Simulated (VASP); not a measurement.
# AgCl (P1) in VASP: notebook

The runs below take AgCl through single point, with PBE.

Everything below comes from runs of VASP 6.6.1. Logs are shortened: lines on timing, memory, paths and dates and some standing lists are left out, and cuts for length are marked.

## Step 1: The cell of the first run

The typed cell holds 16 atoms: a = 7.844 Å, b = 7.844 Å, c = 7.844 Å, α = 60.00°, β = 60.00°, γ = 60.00°.

## Step 2: Single point, PBE

Input file INCAR:

```
  ALGO = Normal
  EDIFF = 1E-6
  ENCUT = 520
  GGA = PE
  ISIF = 2
  ISMEAR = -1
  LASPH = True
  LCHARG = False
  LREAL = Auto
  LWAVE = False
  NBANDS = 86
  NELM = 60
  PREC = Accurate
  SIGMA = 0.112
```

Input file KPOINTS:

```
k-points
0
Gamma
  2 2 2
```

Input file POSCAR:

```
AgCl
1.0
    0.0000000000      5.5463676253      5.5463676253
    5.5463676253      0.0000000000      5.5463676253
    5.5463676253      5.5463676253      0.0000000000
Ag Cl
8 8
Direct
   -0.0307218186     -0.0050796308      0.0020098740
    0.0685103343      0.0335943292      0.5097169339
   -0.0031077096      0.4874978874     -0.0195191713
    0.0042342127      0.4477035544      0.5523579948
    0.4999245790     -0.0298661234     -0.0146193879
    0.5454333727      0.0042869499      0.4646428391
    0.5149535143      0.4886950673     -0.0058936771
    0.4271660590      0.5331988789      0.5163067423
    0.2541965472      0.2729480991      0.2567908578
    0.2348173774      0.1645584212      0.7822594522
    0.2447944478      0.7568075691      0.2005797443
    0.2268696533      0.7207921959      0.7675004233
    0.7713508712      0.2757520964      0.3398511652
    0.6301159130      0.2442217306      0.8177214001
    0.7381233587      0.7762356899      0.2534167576
    0.7747311917      0.7487363407      0.6947047618
```

Potentials or basis: VASP PAW PBE potentials, release 64 (Ag, Cl).

Command:

```sh
$ cat potpaw_PBE.64/Ag/POTCAR potpaw_PBE.64/Cl/POTCAR > POTCAR
$ mpirun -np 1 vasp_std > vasp.out
```

OUTCAR:

```text
EDIFF = 1E-6
   ENCUT = 520
   GGA = PE
   ISIF = 2
   ISMEAR = -1
   LASPH = True
   LREAL = Auto
   NELM = 60
   PREC = Accurate

 ion  position               nearest neighbor table
   1  0.969  0.995  0.002-  10 2.44  15 2.50  11 2.65  12 2.83  14 2.97   2 3.42   6 3.49   4 3.55

   2  0.069  0.034  0.510-   9 2.39  12 2.48  13 2.64   4 3.19   1 3.42   6 3.47   8 3.50
   3  0.997  0.487  0.980-  12 2.57  13 2.67  16 2.83  10 2.94   9 2.99  15 3.12   4 3.49   8 3.52

   4  0.004  0.448  0.552-  16 2.54  10 2.59   9 2.65  11 3.12   2 3.19   3 3.49   1 3.55   8 3.55

   5  0.500  0.970  0.985-  14 2.33  11 2.61  10 2.63  15 2.85  16 2.86
   6  0.545  0.004  0.465-  15 2.45  16 2.56  10 2.78   9 2.79  13 2.93   2 3.47   1 3.49
   7  0.515  0.489  0.994-  14 2.47   9 2.66  11 2.66  12 2.87  16 2.90
   8  0.427  0.533  0.516-  12 2.45  13 2.62  11 2.82  14 2.84  15 3.09   2 3.50   3 3.52   4 3.55

   9  0.254  0.273  0.257-   2 2.39   4 2.65   7 2.66   6 2.79   3 2.99
  10  0.235  0.165  0.782-   1 2.44   4 2.59   5 2.63   6 2.78   3 2.94
  11  0.245  0.757  0.201-   5 2.61   1 2.65   7 2.66   8 2.82   4 3.12
  12  0.227  0.721  0.768-   8 2.45   2 2.48   3 2.57   1 2.83   7 2.87
  13  0.771  0.276  0.340-   8 2.62   2 2.64   3 2.67   6 2.93
  14  0.630  0.244  0.818-   5 2.33   7 2.47   8 2.84   1 2.97
  15  0.738  0.776  0.253-   6 2.45   1 2.50   5 2.85   8 3.09   3 3.12
  16  0.775  0.749  0.695-   4 2.54   6 2.56   3 2.83   5 2.86   7 2.90

  LATTYP: Found a face centered cubic cell.
 ALAT       =    11.0927352506

  Lattice vectors:

 A1 = (   0.0000000000,   5.5463676253,   5.5463676253)
 A2 = (   5.5463676253,   0.0000000000,   5.5463676253)
 A3 = (   5.5463676253,   5.5463676253,   0.0000000000)

Analysis of symmetry for initial positions (statically):
=====================================================================
 Subroutine PRICEL returns:
 Original cell was already a primitive cell.

 Routine SETGRP: Setting up the symmetry group for a
 face centered cubic supercell.

 Subroutine GETGRP returns: Found  1 space group operations
 (whereof  1 operations were pure point group operations)
 out of a pool of 48 trial point group operations.

The static configuration has the point symmetry C_1 .

Analysis of symmetry for dynamics (positions and initial velocities):
=====================================================================
 Subroutine PRICEL returns:
 Original cell was already a primitive cell.

 Routine SETGRP: Setting up the symmetry group for a
 face centered cubic supercell.

 Subroutine GETGRP returns: Found  1 space group operations
 (whereof  1 operations were pure point group operations)
 out of a pool of 48 trial point group operations.

The dynamic configuration has the point symmetry C_1 .

 Subroutine INISYM returns: Found  1 space group operations
 (whereof  1 operations are pure point group operations),
 and found     1 'primitive' translations

----------------------------------------------------------------------------------------

                                     Primitive cell

  volume of cell :     341.2369

  direct lattice vectors                    reciprocal lattice vectors
     0.000000000  5.546367625  5.546367625    -0.090149091  0.090149091  0.090149091
     5.546367625  0.000000000  5.546367625     0.090149091 -0.090149091  0.090149091
     5.546367625  5.546367625  0.000000000     0.090149091  0.090149091 -0.090149091

  length of vectors
     7.843748318  7.843748318  7.843748318     0.156142806  0.156142806  0.156142806

  position of ions in fractional coordinates (direct lattice)
     0.969278181  0.994920369  0.002009874
     0.068510334  0.033594329  0.509716934
     0.996892290  0.487497887  0.980480829
     0.004234213  0.447703554  0.552357995
     0.499924579  0.970133877  0.985380612
     0.545433373  0.004286950  0.464642839
[... 8 lines left out ...]
     0.738123359  0.776235690  0.253416758
     0.774731192  0.748736341  0.694704762

  ion indices of the primitive-cell ions
   primitive index   ion index
                 1           1
                 2           2
                 3           3
                 4           4
                 5           5
                 6           6
[... 8 lines left out ...]
                15          15
                16          16

----------------------------------------------------------------------------------------

 KPOINTS: k-points

Automatic generation of k-mesh.
 Grid dimensions read from file:
 generate k-points for:    2    2    2

 Generating k-lattice:

  Cartesian coordinates                     Fractional coordinates (reciprocal lattice)
    -0.045074546  0.045074546  0.045074546     0.500000000  0.000000000  0.000000000
     0.045074546 -0.045074546  0.045074546     0.000000000  0.500000000  0.000000000
     0.045074546  0.045074546 -0.045074546     0.000000000  0.000000000  0.500000000

  Length of vectors
     0.078071403  0.078071403  0.078071403

  Shift w.r.t. Gamma in fractional coordinates (k-lattice)
     0.000000000  0.000000000  0.000000000

 Subroutine IBZKPT returns following result:
 ===========================================

 Found      8 irreducible k-points:

 Following reciprocal coordinates:
            Coordinates               Weight
  0.000000  0.000000  0.000000      1.000000
  0.500000  0.000000  0.000000      1.000000
  0.000000  0.500000  0.000000      1.000000
  0.000000  0.000000  0.500000      1.000000
  0.500000  0.500000  0.500000      1.000000
  0.500000  0.500000  0.000000      1.000000
  0.000000  0.500000  0.500000      1.000000
  0.500000  0.000000  0.500000      1.000000
   k-points           NKPTS =      8   k-points in BZ     NKDIM =      8   number of bands    NBANDS=     86
   number of dos      NEDOS =    301   number of ions     NIONS =     16
   total plane-waves  NPLWV = 216000
   dimension x,y,z NGX =    60 NGY =   60 NGZ =   60
   dimension x,y,z NGXF=   120 NGYF=  120 NGZF=  120
   ions per type =               8   8
   NGX,Y,Z   is equivalent  to a cutoff of  12.72, 12.72, 12.72 a.u.
   NGXF,Y,Z  is equivalent  to a cutoff of  25.43, 25.43, 25.43 a.u.
 SYSTEM =  unknown system
   PREC   = accura    normal or accurate (medium, high low for compatibility)
   ISTART =      0    job   : 0-new  1-cont  2-samecut
   ICHARG =      2    charge: 1-file 2-atom 10-const
   ISPIN  =      1    spin polarized calculation?
   LNONCOLLINEAR =      F non collinear calculations
   LSORBIT =      F    spin-orbit coupling
   LASPH  =      T    aspherical Exc in radial PAW
   ENCUT  =  520.0 eV  38.22 Ry    6.18 a.u.  14.58 14.58 14.58*2*pi/ulx,y,z
   NELM   =     60;   NELMIN=  2; NELMDL= -5     # of ELM steps
   EDIFF  = 0.1E-05   stopping-criterion for ELM
   LREAL  =      T    real-space projection
   EDIFFG = 0.1E-04   stopping-criterion for IOM
   NSW    =      0    number of steps for IOM
   IBRION =     -1    ionic relax: 0-MD 1-quasi-New 2-CG
   NFREE  =      0    steps in history (QN), initial steepest desc. (CG)
   ISIF   =      2    stress and relaxation
   ISYM   =      2    0-nonsym 1-usesym 2-fastsym
   POTIM  = 0.5000    time-step for ionic-motion
   TEBEG  =    0.0;   TEEND  =   0.0 temperature during run
   PSTRESS=    0.0 pullay stress
   NELECT =     144.0000    total number of electrons
   NUPDOWN=      -1.0000    fix difference up-down
   EMIN   =  10.00;   EMAX   =-10.00  energy-range for DOS
   EFERMI =   0.00;   METHOD = LEGACY
   ISMEAR =    -1;   SIGMA  =   0.11  broadening in eV -4-tet -1-fermi 0-gaus
   EFERMI_NEDOS =   21; number of points for ismear=-14 and -15
   IALGO  =     38    algorithm
   IMIX   =      4    mixing-type and parameters
     AMIX     =   0.40;   BMIX     =  1.00
     AMIX_MAG =   1.60;   BMIX_MAG =  1.00
  volume/ion in A,a.u.               =      21.33       143.92
  Fermi-wavevector in a.u.,A,eV,Ry     =   1.227940  2.320469 20.515350  1.507836
  Thomas-Fermi vector in A             =   2.362884
   LORBIT       =      0    0 simple, 1 ext, 2 COOP (PROOUT), +10 PAW based schemes
   GGA     = PE    functional components
   LHFCALC =     F    Hartree Fock is set to
   AEXX    =    0.0000 exact exchange contribution
   IVDW    =     0    specifies the selected vdW correction
   LEPSILON=     F    determine dielectric tensor
   LRPA    =     F    only Hartree local field effects (RPA)
 non-spin polarized calculation
  energy-cutoff  :      520.00
  volume of cell :      341.24
 maximum number of plane-waves:      9257
 NGX is ok and might be reduce to    60
   NGX = 29   NGY = 29   NGZ = 29

 number of electron     144.0000002 magnetization

 Free energy of the ion-electron system (eV)
  ---------------------------------------------------
  ext. energy  EPLUGINS =         0.00000000
  ---------------------------------------------------
  free energy    TOTEN  =       -41.68974915 eV

  energy without entropy =      -41.67856956  energy(sigma->0) =      -41.68415935

 E-fermi :   4.4984     XC(G=0):  -9.9386

 val. band max:        3.9132884234   @ k =   0.0000   0.5000   0.5000
 cond. band min:       4.8695735364   @ k =   0.0000   0.0000   0.0000
 fundamental gap:      0.9562851130
 Fermi energy:         4.4983910196

 k-point     1 :       0.0000    0.0000    0.0000
  band No.  band energies     occupation
      1     -11.6175      2.00000
      2     -11.3150      2.00000
      3     -11.1559      2.00000
      4     -10.9539      2.00000
      5     -10.9229      2.00000
      6     -10.7817      2.00000
[... 76 lines left out ...]
     83      10.1772      0.00000
     84      10.3666      0.00000

 k-point     2 :       0.5000    0.0000    0.0000
  band No.  band energies     occupation
      1     -11.5515      2.00000
      2     -11.3046      2.00000
      3     -11.1569      2.00000
      4     -11.0652      2.00000
      5     -10.9155      2.00000
      6     -10.7867      2.00000
[... 76 lines left out ...]
     83      10.0059      0.00000
     84      10.2626      0.00000

 k-point     3 :       0.0000    0.5000    0.0000
  band No.  band energies     occupation
      1     -11.5108      2.00000
      2     -11.3834      2.00000
      3     -11.1577      2.00000
      4     -11.0078      2.00000
      5     -10.9118      2.00000
      6     -10.8141      2.00000
[... 76 lines left out ...]
     83       9.8623      0.00000
     84      10.3750      0.00000

 k-point     4 :       0.0000    0.0000    0.5000
  band No.  band energies     occupation
      1     -11.5406      2.00000
      2     -11.3029      2.00000
      3     -11.2018      2.00000
      4     -11.0236      2.00000
      5     -10.9203      2.00000
      6     -10.8108      2.00000
[... 76 lines left out ...]
     83       9.9359      0.00000
     84      10.1875      0.00000

 k-point     5 :       0.5000    0.5000    0.5000
  band No.  band energies     occupation
      1     -11.5324      2.00000
      2     -11.3578      2.00000
      3     -11.1833      2.00000
      4     -10.9688      2.00000
      5     -10.9219      2.00000
      6     -10.7893      2.00000
[... 76 lines left out ...]
     83      10.0761      0.00000
     84      10.3855      0.00000

 k-point     6 :       0.5000    0.5000    0.0000
  band No.  band energies     occupation
      1     -11.5050      2.00000
      2     -11.3613      2.00000
      3     -11.1535      2.00000
      4     -10.9860      2.00000
      5     -10.9768      2.00000
      6     -10.8002      2.00000
[... 76 lines left out ...]
     83       9.8592      0.00000
     84       9.9755      0.00000

 k-point     7 :       0.0000    0.5000    0.5000
  band No.  band energies     occupation
      1     -11.5132      2.00000
      2     -11.3519      2.00000
      3     -11.1525      2.00000
      4     -11.0012      2.00000
      5     -10.9790      2.00000
      6     -10.7970      2.00000
[... 76 lines left out ...]
     83       9.9742      0.00000
     84      10.2182      0.00000

 k-point     8 :       0.5000    0.0000    0.5000
  band No.  band energies     occupation
      1     -11.5237      2.00000
      2     -11.3046      2.00000
      3     -11.2253      2.00000
      4     -10.9832      2.00000
      5     -10.9340      2.00000
      6     -10.8125      2.00000
[... 76 lines left out ...]
     83      10.1914      0.00000
     84      10.2985      0.00000
 [bands above 84 left out]

------------------------ aborting loop because EDIFF is reached ----------------------------------------

  FORCE on cell =-STRESS in cart. coord.  units (eV):
  Direction    XX          YY          ZZ          XY          YZ          ZX
  --------------------------------------------------------------------------------------
  -------------------------------------------------------------------------------------
  Total        8.7746322      8.7945245     11.2724088      0.6706997     -1.5149767      0.9161947
  in kB       41.1987036     41.2921021     52.9262789      3.1490730     -7.1131273      4.3017225
  external PRESSURE =      45.1390282 kB  Pullay stress =       0.0000000 kB

 VOLUME and BASIS-vectors are now :
 -----------------------------------------------------------------------------
  energy-cutoff  :      520.00
  volume of cell :      341.24
      direct lattice vectors                 reciprocal lattice vectors
     0.000000000  5.546367625  5.546367625    -0.090149091  0.090149091  0.090149091
     5.546367625  0.000000000  5.546367625     0.090149091 -0.090149091  0.090149091
     5.546367625  5.546367625  0.000000000     0.090149091  0.090149091 -0.090149091

 POSITION                                       TOTAL-FORCE (eV/Angst)
 -----------------------------------------------------------------------------------
      5.52934      5.38712     10.89417         0.249417     -0.344615     -0.347299
      3.01340      3.20706      0.56631         0.118514     -0.129176     -0.838928
      8.14195     10.96724      8.23297         0.134230      0.046040     -0.373896
      5.54671      3.08707      2.50661        -0.102440     -0.338043      0.102483
     10.84600      8.23805      8.15348        -0.166880      0.489325     -1.134087
      2.60086      5.60225      3.04895         0.592194     -0.331345      0.208603
[... 8 lines left out ...]
      5.71083      5.49945      8.39919        -0.611948     -0.087055     -0.262169
      8.00585      8.15003      8.44971         0.117799      0.627690     -0.245940
 -----------------------------------------------------------------------------------
    total drift:                                0.001741      0.005657      0.000043

  FREE ENERGIE OF THE ION-ELECTRON SYSTEM (eV)
  ---------------------------------------------------
  free  energy   TOTEN  =       -41.6897491468 eV

  energy  without entropy=      -41.6785695573  energy(sigma->0) =      -41.68415935
```

Wall time 3.6 min (1 thread of Intel Xeon 6975P-C (Granite Rapids), shared host); peak memory 0.54 GiB.

Results:

| Item | Value |
| --- | --- |
| Free energy | -41.6897 eV |
| Pressure | 4.5 GPa |
| Largest force | 1.486 eV/Å |
| Band gap on the k mesh | 0.96 eV (least direct gap 0.99 eV) |

Forces in eV/Å, atoms in the order of the input:
```
Ag   0.249 -0.345 -0.347
Ag   0.119 -0.129 -0.839
Ag   0.134  0.046 -0.374
Ag  -0.102 -0.338  0.102
Ag  -0.167  0.489 -1.134
Ag   0.592 -0.331  0.209
Ag   0.420  0.190  0.428
Ag  -0.633 -0.172  0.115
Cl   0.315 -0.045  0.400
Cl   0.067 -0.507  0.642
Cl  -0.012  1.007  0.005
Cl   0.176 -0.066 -0.150
Cl  -0.461 -0.656  0.015
Cl  -0.203  0.315  1.437
Cl  -0.612 -0.087 -0.262
Cl   0.118  0.628 -0.246
```

Caveat: the k points lie up to 0.49 Å⁻¹ apart; the atoms stand as in a frame of molecular dynamics; forces of over 1 eV/Å act on the atoms, so gaps and moduli don't describe the material at rest. A k mesh can miss the band edges.

(Part 1 of 2 ends here.)
